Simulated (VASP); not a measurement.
Here is a VASP 6.6.1 calculation.

File INCAR:

```
PREC = Accurate ; ENCUT = 520
EDIFF = 1E-6 ; ISMEAR = 0
SIGMA = 0.02 ; LREAL = F
LASPH = T ; NELM = 60
ALGO = Normal ; ISIF = 2
LWAVE = F ; LCHARG = T
GGA = PE ; LELF = T
LVHAR = T ; NBANDS = 35
```

KPOINTS

```
regular mesh
0
Gamma
  6 6 6
```

Contents of POSCAR:

```
Al2O3
1.0
    2.4043544254      1.3881546747      4.3744828318
   -2.4043544254      1.3881546747      4.3744828318
    0.0000000000     -2.7763093495      4.3744828317
Al O
4 6
Direct
    0.8521479318      0.8521479318      0.8521479318
    0.6478520682      0.6478520682      0.6478520682
    0.1478520682      0.1478520682      0.1478520682
    0.3521479318      0.3521479318      0.3521479318
    0.0561765927      0.4438234073      0.7500000000
    0.7500000000      0.0561765927      0.4438234073
    0.4438234073      0.7500000000      0.0561765927
    0.9438234073      0.5561765927      0.2500000000
    0.2500000000      0.9438234073      0.5561765927
    0.5561765927      0.2500000000      0.9438234073
```

Potentials or basis: VASP PAW PBE potentials, release 64 (Al, O).

Command:

```sh
$ cat potpaw_PBE.64/Al/POTCAR potpaw_PBE.64/O/POTCAR > POTCAR
$ mpirun -np 1 vasp_std > vasp.out
```

Predict the band gap on the k mesh.

5.85 eV, direct.

Estimate the pressure.

-0.1 GPa.

Estimate the largest force.

0.004 eV/Å.

Forces in eV/Å, atoms in the order of the input:
```
Al   0.000  0.000  0.004
Al   0.000  0.000 -0.004
Al   0.000  0.000 -0.004
Al   0.000  0.000  0.004
O   -0.001  0.000  0.000
O    0.000 -0.001  0.000
O    0.000  0.001  0.000
O    0.001  0.000  0.000
O    0.000  0.001  0.000
O    0.000 -0.001  0.000
```

**The experiment to reproduce.**

From “Multi-petahertz electron interference in Cr:Al2O3 solid-state material”, 2018, pmc:5906618, for a bulk crystal of Al2O3: band gap 8.7 eV (optical).

Against the measured gap of Al2O3, 8.7 eV (optical; quoted in “Multi-petahertz electron interference in Cr:Al2O3 solid-state material”, 2018, pmc:5906618), the calculated 5.85 eV is off by -2.85 eV. The value is that of PBE, without temperature or zero-point motion. Semilocal functionals fall short of measured gaps as a rule.
